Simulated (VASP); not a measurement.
# Rb (P-1) in VASP: notebook

Runs on Rb. Level: PBE. Tasks: single point.

All numbers are computed with VASP 6.6.1; they aren't measurements. Logs are shortened: lines on timing, memory, paths and dates and some standing lists are left out, and cuts for length are marked.

### Step 1. The cell of the first run

The typed cell holds 1 atom: a = 4.849 Å, b = 4.884 Å, c = 4.857 Å, α = 109.89°, β = 109.71°, γ = 109.24°.

### Step 2. Single point, PBE

Contents of INCAR:

```
SYSTEM = Rb
ALGO = Normal
EDIFF = 1E-6
ENCUT = 520
GGA = PE
ISIF = 2
ISMEAR = -1
LASPH = .TRUE.
LCHARG = .FALSE.
LREAL = .FALSE.
LWAVE = .FALSE.
NBANDS = 10
NELM = 100
PREC = Accurate
SIGMA = 0.1
```

Contents of KPOINTS:

```
k-points
0
G
  5 5 5
  0 0 0
```

Contents of POSCAR:

```
Rb
1.0
   -2.8058778878      2.7903638311      2.8026832300
    2.8091923452     -2.8172788226      2.8329126790
    2.7859611933      2.7973621282     -2.8295982216
Rb
1
Direct
    0.0000000000      0.0000000000      0.0000000000
```

Potentials or basis: VASP PAW PBE potentials, release 64 (Rb_sv).

On the command line:

```
$ cat potpaw_PBE.64/Rb_sv/POTCAR > POTCAR
$ mpirun -np 1 vasp_std > vasp.out
```

OUTCAR:

```text
SYSTEM = Rb
   EDIFF = 1E-6
   ENCUT = 520
   GGA = PE
   ISIF = 2
   ISMEAR = -1
   LASPH = .TRUE.
   LREAL = .FALSE.
   NELM = 100
   PREC = Accurate

 ion  position               nearest neighbor table
   1  0.000  0.000  0.000-

  LATTYP: Found a triclinic cell.
 ALAT       =    13.7890313110
 B/A-ratio  =     0.3541987253
 C/A-ratio  =     0.5714223417
 COS(alpha) =     0.0023650997
 COS(beta)  =     0.2870076358
 COS(gamma) =     0.9441097549

  Lattice vectors:

 A1 = (   5.6383013849, -11.2222836045,   5.6927403496)
 A2 = (   2.8091923452,  -2.8172788226,   2.8329126790)
 A3 = (  -5.5752368440,  -5.5678092649,   0.0236005342)

Analysis of symmetry for initial positions (statically):
=====================================================================
 Subroutine PRICEL returns:
 Original cell was already a primitive cell.

 Routine SETGRP: Setting up the symmetry group for a
 triclinic supercell.

 Subroutine GETGRP returns: Found  2 space group operations
 (whereof  2 operations were pure point group operations)
 out of a pool of  2 trial point group operations.

The static configuration has the point symmetry S_2 .

Analysis of symmetry for dynamics (positions and initial velocities):
=====================================================================
 Subroutine PRICEL returns:
 Original cell was already a primitive cell.

 Routine SETGRP: Setting up the symmetry group for a
 triclinic supercell.

 Subroutine GETGRP returns: Found  2 space group operations
 (whereof  2 operations were pure point group operations)
 out of a pool of  2 trial point group operations.

The dynamic configuration has the point symmetry S_2 .

 Subroutine INISYM returns: Found  2 space group operations
 (whereof  2 operations are pure point group operations),
 and found     1 'primitive' translations

----------------------------------------------------------------------------------------

                                     Primitive cell

  volume of cell :      88.0930

  direct lattice vectors                    reciprocal lattice vectors
    -2.805877888  2.790363831  2.802683230     0.000534486  0.179824431  0.178302032
     2.809192345 -2.817278823  2.832912679     0.178626356  0.001490929  0.177345590
     2.785961193  2.797362128 -2.829598222     0.179364993  0.179606626  0.000752292

  length of vectors
     4.849135420  4.884057314  4.857307973     0.253236503  0.251716222  0.253832438

  position of ions in fractional coordinates (direct lattice)
     0.000000000  0.000000000  0.000000000

  ion indices of the primitive-cell ions
   primitive index   ion index
                 1           1

----------------------------------------------------------------------------------------

 KPOINTS: k-points

Automatic generation of k-mesh.
 Grid dimensions read from file:
 generate k-points for:    5    5    5

 Generating k-lattice:

  Cartesian coordinates                     Fractional coordinates (reciprocal lattice)
     0.000106897  0.035964886  0.035660406     0.200000000  0.000000000  0.000000000
     0.035725271  0.000298186  0.035469118     0.000000000  0.200000000  0.000000000
     0.035872999  0.035921325  0.000150458     0.000000000 -0.000000000  0.200000000

  Length of vectors
     0.050647301  0.050343244  0.050766488

  Shift w.r.t. Gamma in fractional coordinates (k-lattice)
     0.000000000  0.000000000  0.000000000

 Subroutine IBZKPT returns following result:
 ===========================================

 Found     63 irreducible k-points:

 Following reciprocal coordinates:
            Coordinates               Weight
  0.000000  0.000000  0.000000      1.000000
  0.200000 -0.000000  0.000000      2.000000
  0.400000 -0.000000  0.000000      2.000000
  0.000000  0.200000 -0.000000      2.000000
  0.200000  0.200000  0.000000      2.000000
  0.400000  0.200000  0.000000      2.000000
[... 16 lines left out ...]
 -0.200000  0.200000  0.200000      2.000000
  0.000000  0.400000  0.200000      2.000000
 [... further k-points ...]
   k-points           NKPTS =     63   k-points in BZ     NKDIM =     63   number of bands    NBANDS=     10
   number of dos      NEDOS =    301   number of ions     NIONS =      1
   total plane-waves  NPLWV =  46656
   dimension x,y,z NGX =    36 NGY =   36 NGZ =   36
   dimension x,y,z NGXF=    72 NGYF=   72 NGZF=   72
   ions per type =               1
   NGX,Y,Z   is equivalent  to a cutoff of  12.34, 12.25, 12.32 a.u.
   NGXF,Y,Z  is equivalent  to a cutoff of  24.68, 24.51, 24.64 a.u.
 SYSTEM =  Rb
   PREC   = accura    normal or accurate (medium, high low for compatibility)
   ISTART =      0    job   : 0-new  1-cont  2-samecut
   ICHARG =      2    charge: 1-file 2-atom 10-const
   ISPIN  =      1    spin polarized calculation?
   LNONCOLLINEAR =      F non collinear calculations
   LSORBIT =      F    spin-orbit coupling
   LASPH  =      T    aspherical Exc in radial PAW
   ENCUT  =  520.0 eV  38.22 Ry    6.18 a.u.   9.02  9.08  9.03*2*pi/ulx,y,z
   NELM   =    100;   NELMIN=  2; NELMDL= -5     # of ELM steps
   EDIFF  = 0.1E-05   stopping-criterion for ELM
   LREAL  =      F    real-space projection
   EDIFFG = 0.1E-04   stopping-criterion for IOM
   NSW    =      0    number of steps for IOM
   IBRION =     -1    ionic relax: 0-MD 1-quasi-New 2-CG
   NFREE  =      0    steps in history (QN), initial steepest desc. (CG)
   ISIF   =      2    stress and relaxation
   ISYM   =      2    0-nonsym 1-usesym 2-fastsym
   POTIM  = 0.5000    time-step for ionic-motion
   TEBEG  =    0.0;   TEEND  =   0.0 temperature during run
   PSTRESS=    0.0 pullay stress
   NELECT =       9.0000    total number of electrons
   NUPDOWN=      -1.0000    fix difference up-down
   EMIN   =  10.00;   EMAX   =-10.00  energy-range for DOS
   EFERMI =   0.00;   METHOD = LEGACY
   ISMEAR =    -1;   SIGMA  =   0.10  broadening in eV -4-tet -1-fermi 0-gaus
   EFERMI_NEDOS =   21; number of points for ismear=-14 and -15
   IALGO  =     38    algorithm
   IMIX   =      4    mixing-type and parameters
     AMIX     =   0.40;   BMIX     =  1.00
     AMIX_MAG =   1.60;   BMIX_MAG =  1.00
  volume/ion in A,a.u.               =      88.09       594.48
  Fermi-wavevector in a.u.,A,eV,Ry     =   0.765318  1.446241  7.969090  0.585712
  Thomas-Fermi vector in A             =   1.865412
   LORBIT       =      0    0 simple, 1 ext, 2 COOP (PROOUT), +10 PAW based schemes
   GGA     = PE    functional components
[... 5 lines left out ...]
 non-spin polarized calculation
  energy-cutoff  :      520.00
  volume of cell :       88.09
 maximum number of plane-waves:      2395
   NGX = 19   NGY = 19   NGZ = 19

 number of electron       9.0000000 magnetization

 Free energy of the ion-electron system (eV)
  ---------------------------------------------------
  ext. energy  EPLUGINS =         0.00000000
  ---------------------------------------------------
  free energy    TOTEN  =        -0.95688882 eV

  energy without entropy =       -0.92774996  energy(sigma->0) =       -0.94231939

 E-fermi :   0.0981     XC(G=0):  -5.5447

 val. band max:       -0.2055878859   @ k =  -0.0000  -0.0000   0.4000
 cond. band min:       0.1453991932   @ k =  -0.2000  -0.4000   0.4000
 fundamental gap:      0.3509870792
 Fermi energy:         0.0981400253

 k-point     1 :       0.0000    0.0000    0.0000
  band No.  band energies     occupation
      1     -28.8005      2.00000
      2     -12.8398      2.00000
      3     -12.8392      2.00000
      4     -12.8386      2.00000
      5      -1.9291      2.00000
      6       3.7610      0.00000
      7       3.7907      0.00000
      8       3.8328      0.00000
      9       4.7234      0.00000
     10       4.7810      0.00000

 k-point     2 :       0.2000   -0.0000    0.0000
  band No.  band energies     occupation
      1     -28.7987      2.00000
      2     -12.8773      2.00000
      3     -12.8521      2.00000
      4     -12.8395      2.00000
      5      -1.4507      2.00000
      6       2.9736      0.00000
      7       3.3043      0.00000
      8       4.2296      0.00000
      9       4.4636      0.00000
     10       4.6503      0.00000

 k-point     3 :       0.4000   -0.0000    0.0000
  band No.  band energies     occupation
      1     -28.7959      2.00000
      2     -12.9379      2.00000
      3     -12.8726      2.00000
      4     -12.8393      2.00000
      5      -0.2128      1.91457
      6       1.4573      0.00000
      7       2.7612      0.00000
      8       4.4861      0.00000
      9       4.9243      0.00000
     10       5.4937      0.00000

 k-point     4 :       0.0000    0.2000   -0.0000
  band No.  band energies     occupation
      1     -28.7988      2.00000
      2     -12.8769      2.00000
      3     -12.8514      2.00000
      4     -12.8391      2.00000
      5      -1.4566      2.00000
      6       2.9386      0.00000
      7       3.2994      0.00000
      8       4.2546      0.00000
      9       4.4980      0.00000
     10       4.6725      0.00000
[... 222 lines left out ...]
 k-point    22 :      -0.4000    0.2000    0.2000
  band No.  band energies     occupation
      1     -28.7966      2.00000
      2     -12.9172      2.00000
      3     -12.8678      2.00000
      4     -12.8467      2.00000
      5      -0.5850      1.99784
      6       2.0985      0.00000
      7       2.5277      0.00000
      8       4.4535      0.00000
      9       4.6341      0.00000
     10       5.2570      0.00000

 k-point    23 :      -0.2000    0.2000    0.2000
  band No.  band energies     occupation
      1     -28.7972      2.00000
      2     -12.8819      2.00000
      3     -12.8652      2.00000
      4     -12.8640      2.00000
      5      -1.0002      1.99997
      6       2.8833      0.00000
      7       3.2147      0.00000
      8       3.2680      0.00000
      9       4.3762      0.00000
     10       5.2692      0.00000

 k-point    24 :       0.0000    0.4000    0.2000
  band No.  band energies     occupation
      1     -28.7952      2.00000
      2     -12.9330      2.00000
      3     -12.8885      2.00000
      4     -12.8494      2.00000
      5       0.6876      0.00549
      6       0.9829      0.00029
      7       2.1408      0.00000
      8       4.1121      0.00000
      9       5.0897      0.00000
     10       5.2115      0.00000

 [... further k-points ...]
[... 5 lines left out ...]
  --------------------------------------------------------------------------------------
  -------------------------------------------------------------------------------------
  Total        0.0466910      0.0452814      0.0541978      0.0106080      0.0145483     -0.0015583
  in kB        0.8491857      0.8235481      0.9857136      0.1929312      0.2645943     -0.0283418
  external PRESSURE =       0.8861491 kB  Pullay stress =       0.0000000 kB

 VOLUME and BASIS-vectors are now :
 -----------------------------------------------------------------------------
  energy-cutoff  :      520.00
  volume of cell :       88.09
      direct lattice vectors                 reciprocal lattice vectors
    -2.805877888  2.790363831  2.802683230     0.000534486  0.179824431  0.178302032
     2.809192345 -2.817278823  2.832912679     0.178626356  0.001490929  0.177345590
     2.785961193  2.797362128 -2.829598222     0.179364993  0.179606626  0.000752292

 POSITION                                       TOTAL-FORCE (eV/Angst)
 -----------------------------------------------------------------------------------
      0.00000      0.00000      0.00000         0.000000      0.000000      0.000000
 -----------------------------------------------------------------------------------
    total drift:                               -0.000000     -0.000000      0.000000

  FREE ENERGIE OF THE ION-ELECTRON SYSTEM (eV)
  ---------------------------------------------------
  free  energy   TOTEN  =        -0.9568888210 eV

  energy  without entropy=       -0.9277499634  energy(sigma->0) =       -0.94231939
```

It took 53 s on 1 thread of AMD EPYC 7R13, shared host; peak memory 0.19 GiB.

Results:

- Free energy: -0.9569 eV
- Pressure: 0.1 GPa

Levels at points of the mesh, in eV from the Fermi level:
| k point | band 1 | band 2 | band 3 | band 4 | band 5 | band 6 | band 7 | band 8 | band 9 |
| --- | --- | --- | --- | --- | --- | --- | --- | --- | --- |
| (0.00, 0.00, 0.00) | -28.90 | -12.94 | -12.94 | -12.94 | -2.03 | 3.66 | 3.69 | 3.73 | 4.63 |

### Step 3. Single point, PBE

This run uses another cell than the first one, of 88.54 Å³/atom, 1.005 times its volume.

Contents of INCAR:

```
PREC     = Accurate       # precision mode
ENCUT    = 520            # plane-wave cutoff, eV
EDIFF    = 1E-6           # SCF threshold, eV
ISMEAR   = -1             # smearing method
SIGMA    = 0.1            # smearing width, eV
LREAL    = F              # projectors in reciprocal space
LASPH    = T              # aspherical terms in the spheres
NELM     = 80             # most SCF steps
ALGO     = Normal         # electronic algorithm
ISIF     = 2              # what is computed and relaxed
LWAVE    = F              # write WAVECAR
LCHARG   = F              # write CHGCAR
GGA      = PE             # functional
NBANDS   = 10             # bands
```

Contents of KPOINTS:

```
Automatic mesh
0
Gamma
  5 5 5
```

Contents of POSCAR:

```
Rb
1.0
   -2.8105700000      2.7950300000      2.8073700000
    2.8138900000     -2.8219900000      2.8376500000
    2.7906200000      2.8020400000     -2.8343300000
Rb
1
Direct
    0.0000000000      0.0000000000      0.0000000000
```

Potentials or basis: VASP PAW PBE potentials, release 64 (Rb_sv).

On the command line:

```
$ cat potpaw_PBE.64/Rb_sv/POTCAR > POTCAR
$ mpirun -np 1 vasp_std > vasp.out
```

Wall time 52 s (1 thread of AMD EPYC 7R13, shared host); peak memory 0.19 GiB.

The run converged. Its results:

| Quantity | Value |
| --- | --- |
| Free energy | -0.9571 eV |
| Pressure | 0.1 GPa |

Levels at points of the mesh, in eV from the Fermi level:
| k point | band 1 | band 2 | band 3 | band 4 | band 5 | band 6 | band 7 | band 8 |
| --- | --- | --- | --- | --- | --- | --- | --- | --- |
| (0.00, 0.00, 0.00) | -28.90 | -12.94 | -12.94 | -12.94 | -2.02 | 3.66 | 3.69 | 3.73 |

(Continued in part 2 of 2.)
